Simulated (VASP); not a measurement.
Wanted: the native input for a VASP 6.6.1 run.

- Task: single point
- Functional: HSE06
- Potentials or basis: VASP PAW PBE potentials, release 64 (Zn, Si, Ge_d, P)
- Cutoff: 520 eV
- k mesh: 1 × 1 × 1
- Occupations: fermi-dirac, width 0.05 eV
- Spin: no spin polarisation
- Dipole correction: no
- Grid for exact exchange (PRECFOCK): Fast
- Further INCAR settings: LREAL = Auto; ALGO = Normal; EDIFF = 1e-06; NBANDS = 266
- Share of exact exchange: 0.25
- Screening parameter: 0.2079 1/Å

Zn4Si3GeP8:

```
CELL_PARAMETERS angstrom
10.74294 -0.00006 -0.00002
-0.00006 10.74175 -0.00002
-0.00002 -0.00002 10.50771
ATOMIC_POSITIONS crystal
Zn 0.99994 0.99979 0.99982
Zn 0.99885 0.50105 0.00158
Zn 0.49828 0.99920 0.00022
Zn 0.49887 0.50142 0.00187
Zn 0.00133 0.25021 0.25055
Zn 0.00005 0.74858 0.25017
Zn 0.49895 0.24983 0.24908
Zn 0.49899 0.74998 0.24765
Zn 0.24965 0.99790 0.75011
Zn 0.24982 0.50135 0.75157
Zn 0.74949 0.99842 0.74969
Zn 0.75148 0.50066 0.75153
Zn 0.24895 0.24871 0.49632
Zn 0.24793 0.75067 0.50044
Zn 0.74970 0.25014 0.49885
Zn 0.74975 0.75065 0.50197
Si 0.00153 0.99950 0.49950
Si 0.99958 0.50155 0.49840
Si 0.49929 0.99861 0.49908
Si 0.24964 0.99991 0.24909
Si 0.24887 0.50112 0.24841
Si 0.75093 0.50032 0.24844
Si 0.25007 0.25010 0.00160
Si 0.24966 0.75036 0.99891
Si 0.74998 0.25101 0.00023
Si 0.75044 0.74959 0.99836
Si 0.00017 0.75045 0.74912
Si 0.50011 0.75158 0.75078
Ge 0.49993 0.50211 0.49853
Ge 0.75049 0.00047 0.24955
Ge 0.00087 0.25123 0.74960
Ge 0.49978 0.25045 0.75015
P 0.13146 0.12472 0.12496
P 0.13182 0.62569 0.12397
P 0.62827 0.12727 0.12090
P 0.63292 0.62563 0.12448
P 0.12145 0.12154 0.62146
P 0.11694 0.62436 0.62500
P 0.61993 0.12141 0.62076
P 0.62050 0.62758 0.62982
P 0.36706 0.37516 0.12553
P 0.36635 0.87453 0.12397
P 0.86839 0.37415 0.12515
P 0.87060 0.87105 0.12131
P 0.37498 0.11646 0.37332
P 0.37053 0.62194 0.37028
P 0.87858 0.12065 0.37822
P 0.87341 0.61850 0.37464
P 0.12461 0.38371 0.37391
P 0.12437 0.88186 0.37360
P 0.62689 0.37957 0.37022
P 0.62184 0.87793 0.37662
P 0.12748 0.37152 0.87979
P 0.12403 0.86726 0.87428
P 0.62725 0.37211 0.87859
P 0.62425 0.86816 0.87559
P 0.37457 0.37489 0.62308
P 0.38179 0.87432 0.62480
P 0.87878 0.37819 0.62092
P 0.88305 0.87544 0.62455
P 0.37096 0.12895 0.87756
P 0.37522 0.63308 0.87493
P 0.87161 0.12952 0.87696
P 0.87598 0.63261 0.87441
```

The input as run:

POSCAR

```
Zn4Si3GeP8
1.0
   10.7429360000     -0.0000610000     -0.0000180000
   -0.0000610000     10.7417510000     -0.0000180000
   -0.0000180000     -0.0000180000     10.5077110000
Zn Si Ge P
16 12 4 32
Direct
    0.9999410000      0.9997920000      0.9998150000
    0.9988520000      0.5010510000      0.0015830000
    0.4982750000      0.9992030000      0.0002220000
    0.4988730000      0.5014230000      0.0018730000
    0.0013340000      0.2502080000      0.2505450000
    0.0000520000      0.7485790000      0.2501680000
    0.4989500000      0.2498300000      0.2490830000
    0.4989870000      0.7499840000      0.2476520000
    0.2496470000      0.9979020000      0.7501120000
    0.2498170000      0.5013520000      0.7515710000
    0.7494940000      0.9984170000      0.7496870000
    0.7514780000      0.5006570000      0.7515340000
    0.2489530000      0.2487130000      0.4963150000
    0.2479340000      0.7506750000      0.5004400000
    0.7497000000      0.2501380000      0.4988470000
    0.7497540000      0.7506510000      0.5019740000
    0.0015320000      0.9995050000      0.4995050000
    0.9995760000      0.5015490000      0.4984040000
    0.4992880000      0.9986100000      0.4990790000
    0.2496390000      0.9999090000      0.2490870000
    0.2488710000      0.5011220000      0.2484060000
    0.7509340000      0.5003240000      0.2484420000
    0.2500670000      0.2500970000      0.0016000000
    0.2496560000      0.7503610000      0.9989090000
    0.7499840000      0.2510100000      0.0002270000
    0.7504380000      0.7495880000      0.9983600000
    0.0001730000      0.7504550000      0.7491190000
    0.5001140000      0.7515770000      0.7507780000
    0.4999250000      0.5021110000      0.4985330000
    0.7504920000      0.0004750000      0.2495460000
    0.0008680000      0.2512310000      0.7495980000
    0.4997750000      0.2504460000      0.7501530000
    0.1314590000      0.1247200000      0.1249620000
    0.1318230000      0.6256930000      0.1239720000
    0.6282740000      0.1272740000      0.1209030000
    0.6329150000      0.6256320000      0.1244840000
    0.1214510000      0.1215390000      0.6214570000
    0.1169430000      0.6243560000      0.6250030000
    0.6199270000      0.1214080000      0.6207620000
    0.6204990000      0.6275800000      0.6298200000
    0.3670590000      0.3751610000      0.1255310000
    0.3663490000      0.8745310000      0.1239680000
    0.8683870000      0.3741470000      0.1251550000
    0.8706020000      0.8710510000      0.1213070000
    0.3749810000      0.1164570000      0.3733160000
    0.3705260000      0.6219370000      0.3702780000
    0.8785790000      0.1206480000      0.3782190000
    0.8734120000      0.6184980000      0.3746370000
    0.1246080000      0.3837130000      0.3739150000
    0.1243710000      0.8818590000      0.3736020000
    0.6268900000      0.3795750000      0.3702210000
    0.6218360000      0.8779260000      0.3766160000
    0.1274780000      0.3715160000      0.8797860000
    0.1240330000      0.8672600000      0.8742840000
    0.6272460000      0.3721050000      0.8785870000
    0.6242450000      0.8681650000      0.8755940000
    0.3745710000      0.3748870000      0.6230760000
    0.3817950000      0.8743220000      0.6248000000
    0.8787790000      0.3781920000      0.6209160000
    0.8830490000      0.8754410000      0.6245500000
    0.3709570000      0.1289450000      0.8775610000
    0.3752200000      0.6330750000      0.8749270000
    0.8716090000      0.1295170000      0.8769610000
    0.8759820000      0.6326110000      0.8744100000
```

INCAR.step1

```
PREC = Accurate
ENCUT = 520
EDIFF = 1E-5
ISMEAR = -1
SIGMA = 0.05
LREAL = Auto
LASPH = T
NELM = 60
ALGO = Normal
ISIF = 2
LWAVE = T
LCHARG = F
NBANDS = 266
GGA = PE
LUSENCCL = F
```

INCAR.step2

```
PREC = Accurate
ENCUT = 520
EDIFF = 1E-6
ISMEAR = -1
SIGMA = 0.05
LREAL = Auto
LASPH = T
NELM = 60
ALGO = Normal
ISIF = 2
LWAVE = F
LCHARG = F
GGA = PE
LHFCALC = T
HFSCREEN = 0.2079
PRECFOCK = Fast
NBANDS = 266
ISTART = 1
LUSENCCL = F
```

KPOINTS

```
Automatic mesh
0
Gamma
  1 1 1
```

Potentials or basis: VASP PAW PBE potentials, release 64 (Zn, Si, Ge_d, P).

Run with:

```bash
$ cat potpaw_PBE.64/Zn/POTCAR potpaw_PBE.64/Si/POTCAR potpaw_PBE.64/Ge_d/POTCAR potpaw_PBE.64/P/POTCAR > POTCAR
$ cp INCAR.step1 INCAR
$ mpirun -np 1 vasp_gam > vasp.out
$ cp INCAR.step2 INCAR
$ mpirun -np 1 vasp_gam > vasp.out
```

It gave:

The pressure is 2.1 GPa, the largest force is 0.570 eV/Å and the band gap on the k mesh is 1.99 eV.

Caveat: the k points lie up to 0.60 Å⁻¹ apart; the PAW data sets were made with another functional, which shifts forces and pressure a little.

Run time: 5.2 min on 1 × NVIDIA H100 80GB with 1 thread of Intel(R) Xeon(R) Platinum 8481C CPU @ 2.70GHz (Sapphire Rapids), with other jobs on the host, peak memory 1.8 GiB.
